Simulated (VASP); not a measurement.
A run of VASP 6.6.1 is set up as follows.

The input INCAR:

```
SYSTEM = CaS
PREC = Accurate
ENCUT = 500
EDIFF = 1E-6
ISMEAR = 0
SIGMA = 0.01
LREAL = .FALSE.
LASPH = .TRUE.
NELM = 120
ALGO = Normal
ISIF = 2
LWAVE = .FALSE.
LCHARG = .FALSE.
GGA = PE
NBANDS = 15
GGA_COMPAT = .FALSE.
```

The input KPOINTS:

```
Automatic mesh
0
G
  6 6 6
  0 0 0
```

The input POSCAR:

```
CaS
1.0
    0.0000000000      2.8479451034      2.8479451034
    2.8479451034      0.0000000000      2.8479451034
    2.8479451034      2.8479451034      0.0000000000
Ca S
1 1
Direct
    0.0000000000      0.0000000000      0.0000000000
    0.5000000000      0.5000000000      0.5000000000
```

Potentials or basis: VASP PAW PBE potentials, release 64 (Ca_sv, S).

Command:

```console
$ cat potpaw_PBE.64/Ca_sv/POTCAR potpaw_PBE.64/S/POTCAR > POTCAR
$ mpirun -np 1 vasp_std > vasp.out
```

(1) Estimate the pressure.

(2) Predict the band gap on the k mesh.

## Answers

(1) 0.6 GPa.

(2) 2.36 eV (least direct gap 3.16 eV).
